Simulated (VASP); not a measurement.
# SnO2 (P4_2/mnm) in VASP: single point with PBE

Aim: the single point of SnO2 with PBE.

Program: VASP 6.6.1. These are calculated values, not measurements. Logs are shortened: lines on timing, memory, paths and dates and some standing lists are left out, and cuts for length are marked.

**1. The cell of the first run**

It takes space group P4_2/mnm (No. 136, tetragonal). The conventional cell has a = 4.827 Å, b = 4.827 Å, c = 3.238 Å, α = 90.00°, β = 90.00°, γ = 90.00°. Within 2.8 Å of Sn (site symmetry mmm) lie 6 O at 2.09 Å. Within 2.8 Å of O (site symmetry m2m) lie 3 Sn at 2.09 Å and 1 O at 2.64 Å.

**2. Single point, PBE**

INCAR reads:

```
SYSTEM = SnO2
PREC = Accurate
ENCUT = 520
EDIFF = 1E-7
ISMEAR = 0
SIGMA = 0.01
LREAL = Auto
LASPH = .TRUE.
NELM = 80
ALGO = Normal
ISIF = 2
LWAVE = .FALSE.
LCHARG = .FALSE.
GGA = PE
NBANDS = 470
```

KPOINTS reads:

```
Automatic mesh
0
G
  1 1 1
  0 0 0
```

POSCAR reads:

```
SnO2
1.0
    0.0000000000      9.6549200640      6.4759066843
    9.6549200640      0.0000000000      6.4759066843
    9.6549200640      9.6549200640      0.0000000000
Sn O
32 64
Direct
    0.1250000000      0.1250000000      0.1250000000
    0.3750000000      0.3750000000      0.3750000000
    0.0000000000      0.0000000000      0.0000000000
    0.2500000000      0.2500000000      0.2500000000
    0.1250000000      0.1250000000      0.6250000000
    0.3750000000      0.3750000000      0.8750000000
    0.0000000000      0.0000000000      0.5000000000
    0.2500000000      0.2500000000      0.7500000000
    0.1250000000      0.6250000000      0.1250000000
    0.3750000000      0.8750000000      0.3750000000
    0.0000000000      0.5000000000      0.0000000000
    0.2500000000      0.7500000000      0.2500000000
    0.1250000000      0.6250000000      0.6250000000
    0.3750000000      0.8750000000      0.8750000000
    0.0000000000      0.5000000000      0.5000000000
    0.2500000000      0.7500000000      0.7500000000
    0.6250000000      0.1250000000      0.1250000000
    0.8750000000      0.3750000000      0.3750000000
    0.5000000000      0.0000000000      0.0000000000
    0.7500000000      0.2500000000      0.2500000000
    0.6250000000      0.1250000000      0.6250000000
    0.8750000000      0.3750000000      0.8750000000
    0.5000000000      0.0000000000      0.5000000000
    0.7500000000      0.2500000000      0.7500000000
    0.6250000000      0.6250000000      0.1250000000
    0.8750000000      0.8750000000      0.3750000000
    0.5000000000      0.5000000000      0.0000000000
    0.7500000000      0.7500000000      0.2500000000
    0.6250000000      0.6250000000      0.6250000000
    0.8750000000      0.8750000000      0.8750000000
    0.5000000000      0.5000000000      0.5000000000
    0.7500000000      0.7500000000      0.7500000000
    0.0282985524      0.2217014476      0.3750000000
    0.2782985524      0.4717014476      0.1250000000
    0.2217014476      0.0282985524      0.3750000000
    0.4717014476      0.2782985524      0.1250000000
    0.0000000000      0.0000000000      0.1532985524
    0.2500000000      0.2500000000      0.4032985524
    0.0000000000      0.0000000000      0.3467014476
    0.2500000000      0.2500000000      0.0967014476
    0.0282985524      0.2217014476      0.8750000000
    0.2782985524      0.4717014476      0.6250000000
    0.2217014476      0.0282985524      0.8750000000
    0.4717014476      0.2782985524      0.6250000000
    0.0000000000      0.0000000000      0.6532985524
    0.2500000000      0.2500000000      0.9032985524
    0.0000000000      0.0000000000      0.8467014476
    0.2500000000      0.2500000000      0.5967014476
    0.0282985524      0.7217014476      0.3750000000
    0.2782985524      0.9717014476      0.1250000000
    0.2217014476      0.5282985524      0.3750000000
    0.4717014476      0.7782985524      0.1250000000
    0.0000000000      0.5000000000      0.1532985524
    0.2500000000      0.7500000000      0.4032985524
    0.0000000000      0.5000000000      0.3467014476
    0.2500000000      0.7500000000      0.0967014476
    0.0282985524      0.7217014476      0.8750000000
    0.2782985524      0.9717014476      0.6250000000
    0.2217014476      0.5282985524      0.8750000000
    0.4717014476      0.7782985524      0.6250000000
    0.0000000000      0.5000000000      0.6532985524
    0.2500000000      0.7500000000      0.9032985524
    0.0000000000      0.5000000000      0.8467014476
    0.2500000000      0.7500000000      0.5967014476
    0.5282985524      0.2217014476      0.3750000000
    0.7782985524      0.4717014476      0.1250000000
    0.7217014476      0.0282985524      0.3750000000
    0.9717014476      0.2782985524      0.1250000000
    0.5000000000      0.0000000000      0.1532985524
    0.7500000000      0.2500000000      0.4032985524
    0.5000000000      0.0000000000      0.3467014476
    0.7500000000      0.2500000000      0.0967014476
    0.5282985524      0.2217014476      0.8750000000
    0.7782985524      0.4717014476      0.6250000000
    0.7217014476      0.0282985524      0.8750000000
    0.9717014476      0.2782985524      0.6250000000
    0.5000000000      0.0000000000      0.6532985524
    0.7500000000      0.2500000000      0.9032985524
    0.5000000000      0.0000000000      0.8467014476
    0.7500000000      0.2500000000      0.5967014476
    0.5282985524      0.7217014476      0.3750000000
    0.7782985524      0.9717014476      0.1250000000
    0.7217014476      0.5282985524      0.3750000000
    0.9717014476      0.7782985524      0.1250000000
    0.5000000000      0.5000000000      0.1532985524
    0.7500000000      0.7500000000      0.4032985524
    0.5000000000      0.5000000000      0.3467014476
    0.7500000000      0.7500000000      0.0967014476
    0.5282985524      0.7217014476      0.8750000000
    0.7782985524      0.9717014476      0.6250000000
    0.7217014476      0.5282985524      0.8750000000
    0.9717014476      0.7782985524      0.6250000000
    0.5000000000      0.5000000000      0.6532985524
    0.7500000000      0.7500000000      0.9032985524
    0.5000000000      0.5000000000      0.8467014476
    0.7500000000      0.7500000000      0.5967014476
```

Potentials or basis: VASP PAW PBE potentials, release 64 (Sn_d, O).

Command:

```bash
> cat potpaw_PBE.64/Sn_d/POTCAR potpaw_PBE.64/O/POTCAR > POTCAR
> mpirun -np 1 vasp_gam > vasp.out
```

OUTCAR:

```text
SYSTEM = SnO2
   PREC = Accurate
   ENCUT = 520
   EDIFF = 1E-7
   ISMEAR = 0
   LREAL = Auto
   LASPH = .TRUE.
   NELM = 80
   ISIF = 2
   GGA = PE

 ion  position               nearest neighbor table
   1  0.125  0.125  0.125-  37 2.09  39 2.09  40 2.09  46 2.09  50 2.09  68 2.09   6 3.24  26 3.24

   2  0.375  0.375  0.375-  38 2.09  48 2.09  85 2.09  87 2.09  51 2.09  65 2.09   5 3.24  25 3.24

   3  0.000  0.000  0.000-  41 2.09  43 2.09  82 2.09  84 2.09  37 2.09  47 2.09   8 3.24  28 3.24
[... 121 lines left out ...]
  95  0.500  0.500  0.847-   6 2.09  29 2.09  27 2.09
  96  0.750  0.750  0.597-  26 2.09  29 2.09  32 2.09

  LATTYP: Found a body centered tetragonal cell.
 ALAT       =    13.6541188981
 C/A-ratio  =     0.9485645661

  Lattice vectors:

 A1 = (   0.0000000000,  -9.6549200640,  -6.4759066843)
 A2 = (   0.0000000000,   9.6549200640,  -6.4759066843)
 A3 = (   9.6549200640,   0.0000000000,   6.4759066843)

Analysis of symmetry for initial positions (statically):
=====================================================================
 Subroutine PRICEL returns following result:

  LATTYP: Found a simple tetragonal cell.
 ALAT       =     4.8274600320
 C/A-ratio  =     0.6707364371

  Lattice vectors:

 A1 = (   4.8274600320,   0.0000000000,   0.0000000000)
 A2 = (   0.0000000000,   4.8274600320,   0.0000000000)
 A3 = (   0.0000000000,   0.0000000000,   3.2379533421)

  16 primitive cells build up your supercell.

 Routine SETGRP: Setting up the symmetry group for a
 body centered tetragonal supercell.

 Subroutine GETGRP returns: Found 16 space group operations
 (whereof  8 operations were pure point group operations)
 out of a pool of 16 trial point group operations.

The static configuration has the point symmetry D_2h.
 The point group associated with its full space group is D_4h.

Analysis of symmetry for dynamics (positions and initial velocities):
=====================================================================
 Subroutine PRICEL returns following result:

  LATTYP: Found a simple tetragonal cell.
 ALAT       =     4.8274600320
 C/A-ratio  =     0.6707364371

  Lattice vectors:

 A1 = (   4.8274600320,   0.0000000000,   0.0000000000)
 A2 = (   0.0000000000,   4.8274600320,   0.0000000000)
 A3 = (   0.0000000000,   0.0000000000,   3.2379533421)

[... 96 lines left out ...]
   EDIFFG = 0.1E-05   stopping-criterion for IOM
   NSW    =      0    number of steps for IOM
   IBRION =     -1    ionic relax: 0-MD 1-quasi-New 2-CG
   NFREE  =      0    steps in history (QN), initial steepest desc. (CG)
   ISIF   =      2    stress and relaxation
   ISYM   =      2    0-nonsym 1-usesym 2-fastsym
   POTIM  = 0.5000    time-step for ionic-motion
   TEBEG  =    0.0;   TEEND  =   0.0 temperature during run
   PSTRESS=    0.0 pullay stress
   NELECT =     832.0000    total number of electrons
   NUPDOWN=      -1.0000    fix difference up-down
   EMIN   =  10.00;   EMAX   =-10.00  energy-range for DOS
   EFERMI =   0.00;   METHOD = LEGACY
   ISMEAR =     0;   SIGMA  =   0.01  broadening in eV -4-tet -1-fermi 0-gaus
   EFERMI_NEDOS =   21; number of points for ismear=-14 and -15
   IALGO  =     38    algorithm
   IMIX   =      4    mixing-type and parameters
     AMIX     =   0.40;   BMIX     =  1.00
     AMIX_MAG =   1.60;   BMIX_MAG =  1.00
  volume/ion in A,a.u.               =      12.58        84.87
  Fermi-wavevector in a.u.,A,eV,Ry     =   1.446017  2.732575 28.449294  2.090964
  Thomas-Fermi vector in A             =   2.564133
   LORBIT       =      0    0 simple, 1 ext, 2 COOP (PROOUT), +10 PAW based schemes
   GGA     = PE    functional components
   LHFCALC =     F    Hartree Fock is set to
   AEXX    =    0.0000 exact exchange contribution
   IVDW    =     0    specifies the selected vdW correction
   LEPSILON=     F    determine dielectric tensor
   LRPA    =     F    only Hartree local field effects (RPA)
 non-spin polarized calculation
 Gauss-broadening in eV      SIGMA  =   0.01
  energy-cutoff  :      520.00
  volume of cell :     1207.34
 maximum number of plane-waves:     16247
 NGX is ok and might be reduce to    90
   NGX = 43   NGY = 43   NGZ = 51

 number of electron     831.9999910 magnetization

 Free energy of the ion-electron system (eV)
  ---------------------------------------------------
  ext. energy  EPLUGINS =         0.00000000
  ---------------------------------------------------
  free energy    TOTEN  =      -595.90537765 eV

  energy without entropy =     -595.90537765  energy(sigma->0) =     -595.90537765

 E-fermi :   5.6350     XC(G=0): -10.9729

 val. band max:        5.5508549879   @ k =   0.0000   0.0000   0.0000
 cond. band min:       6.2053795166   @ k =   0.0000   0.0000   0.0000
 fundamental gap:      0.6545245286
 Fermi energy:         5.6350344081

 k-point     1 :       0.0000    0.0000    0.0000
  band No.  band energies     occupation
      1     -15.5114      2.00000
      2     -15.4513      2.00000
      3     -15.4513      2.00000
      4     -15.4512      2.00000
      5     -15.4512      2.00000
      6     -15.3067      2.00000
[... 420 lines left out ...]
    427       9.5477      0.00000
    428       9.5477      0.00000
 [bands above 428 left out]

------------------------ aborting loop because EDIFF is reached ----------------------------------------

  FORCE on cell =-STRESS in cart. coord.  units (eV):
  Direction    XX          YY          ZZ          XY          YZ          ZX
  --------------------------------------------------------------------------------------
  -------------------------------------------------------------------------------------
  Total        2.2010792      2.2010792      0.2943240      0.0000000      0.0000000      0.0000000
  in kB        2.9209109      2.9209109      0.3905785      0.0000000      0.0000000      0.0000000
  external PRESSURE =       2.0774668 kB  Pullay stress =       0.0000000 kB

 VOLUME and BASIS-vectors are now :
 -----------------------------------------------------------------------------
  energy-cutoff  :      520.00
  volume of cell :     1207.34
      direct lattice vectors                 reciprocal lattice vectors
     0.000000000  9.654920064  6.475906684    -0.051787068  0.051787068  0.077209266
     9.654920064  0.000000000  6.475906684     0.051787068 -0.051787068  0.077209266
     9.654920064  9.654920064  0.000000000     0.051787068  0.051787068 -0.077209266

 POSITION                                       TOTAL-FORCE (eV/Angst)
 -----------------------------------------------------------------------------------
      2.41373      2.41373      1.61898        -0.000000     -0.000000     -0.000000
      7.24119      7.24119      4.85693        -0.000000     -0.000000     -0.000000
      0.00000      0.00000      0.00000        -0.000000     -0.000000     -0.000000
      4.82746      4.82746      3.23795        -0.000000     -0.000000     -0.000000
      7.24119      7.24119      1.61898        -0.000000     -0.000000     -0.000000
     12.06865     12.06865      4.85693        -0.000000     -0.000000     -0.000000
[... 88 lines left out ...]
     13.00229     13.00229      6.47591        -0.024674     -0.024674     -0.000000
     13.00229     13.00229      9.71386        -0.024674     -0.024674     -0.000000
 -----------------------------------------------------------------------------------
    total drift:                                0.000000      0.000000      0.000000

  FREE ENERGIE OF THE ION-ELECTRON SYSTEM (eV)
  ---------------------------------------------------
  free  energy   TOTEN  =      -595.9053776501 eV

  energy  without entropy=     -595.9053776501  energy(sigma->0) =     -595.90537765
```

Wall time 54 min (1 thread of AMD EPYC, shared host); peak memory 1.6 GiB.

Results:

```
Free energy            : -595.9054 eV
Pressure               : 0.2 GPa
Largest force          : 0.035 eV/Å
Band gap on the k mesh : 0.65 eV
```

Forces on the atoms (eV/Å):
```
Sn   0.000  0.000  0.000
Sn   0.000  0.000  0.000
Sn   0.000  0.000  0.000
Sn   0.000  0.000  0.000
Sn   0.000  0.000  0.000
Sn   0.000  0.000  0.000
Sn   0.000  0.000  0.000
Sn   0.000  0.000  0.000
Sn   0.000  0.000  0.000
Sn   0.000  0.000  0.000
Sn   0.000  0.000  0.000
Sn   0.000  0.000  0.000
Sn   0.000  0.000  0.000
Sn   0.000  0.000  0.000
Sn   0.000  0.000  0.000
Sn   0.000  0.000  0.000
Sn   0.000  0.000  0.000
Sn   0.000  0.000  0.000
Sn   0.000  0.000  0.000
Sn   0.000  0.000  0.000
Sn   0.000  0.000  0.000
Sn   0.000  0.000  0.000
Sn   0.000  0.000  0.000
Sn   0.000  0.000  0.000
Sn   0.000  0.000  0.000
Sn   0.000  0.000  0.000
Sn   0.000  0.000  0.000
Sn   0.000  0.000  0.000
Sn   0.000  0.000  0.000
Sn   0.000  0.000  0.000
Sn   0.000  0.000  0.000
Sn   0.000  0.000  0.000
O   -0.025  0.025  0.000
O   -0.025  0.025  0.000
O    0.025 -0.025  0.000
O    0.025 -0.025  0.000
O    0.025  0.025  0.000
O    0.025  0.025  0.000
O   -0.025 -0.025  0.000
O   -0.025 -0.025  0.000
O   -0.025  0.025  0.000
O   -0.025  0.025  0.000
O    0.025 -0.025  0.000
O    0.025 -0.025  0.000
O    0.025  0.025  0.000
O    0.025  0.025  0.000
O   -0.025 -0.025  0.000
O   -0.025 -0.025  0.000
O   -0.025  0.025  0.000
O   -0.025  0.025  0.000
O    0.025 -0.025  0.000
O    0.025 -0.025  0.000
O    0.025  0.025  0.000
O    0.025  0.025  0.000
O   -0.025 -0.025  0.000
O   -0.025 -0.025  0.000
O   -0.025  0.025  0.000
O   -0.025  0.025  0.000
O    0.025 -0.025  0.000
O    0.025 -0.025  0.000
O    0.025  0.025  0.000
O    0.025  0.025  0.000
O   -0.025 -0.025  0.000
O   -0.025 -0.025  0.000
O   -0.025  0.025  0.000
O   -0.025  0.025  0.000
O    0.025 -0.025  0.000
O    0.025 -0.025  0.000
O    0.025  0.025  0.000
O    0.025  0.025  0.000
O   -0.025 -0.025  0.000
O   -0.025 -0.025  0.000
O   -0.025  0.025  0.000
O   -0.025  0.025  0.000
O    0.025 -0.025  0.000
O    0.025 -0.025  0.000
O    0.025  0.025  0.000
O    0.025  0.025  0.000
O   -0.025 -0.025  0.000
O   -0.025 -0.025  0.000
O   -0.025  0.025  0.000
O   -0.025  0.025  0.000
O    0.025 -0.025  0.000
O    0.025 -0.025  0.000
O    0.025  0.025  0.000
O    0.025  0.025  0.000
O   -0.025 -0.025  0.000
O   -0.025 -0.025  0.000
O   -0.025  0.025  0.000
O   -0.025  0.025  0.000
O    0.025 -0.025  0.000
O    0.025 -0.025  0.000
O    0.025  0.025  0.000
O    0.025  0.025  0.000
O   -0.025 -0.025  0.000
O   -0.025 -0.025  0.000
```

Stress tensor (GPa, compression positive):
```
0.29 0.00 0.00
0.00 0.29 0.00
0.00 0.00 0.04
```

Levels at points of the mesh, in eV from the valence-band top:
```tsv
k point	band 413	band 414	band 415	band 416	band 417	band 418	band 419	band 420
(0.00, 0.00, 0.00)	-0.49	-0.49	-0.49	0.00	0.65	3.87	3.87	3.87
```

Caveat: the k points lie up to 0.67 Å⁻¹ apart; spin-orbit coupling is left out, which moves the levels of the heavy elements; an odd mesh through Γ misses points on the zone boundary, where band edges can lie.
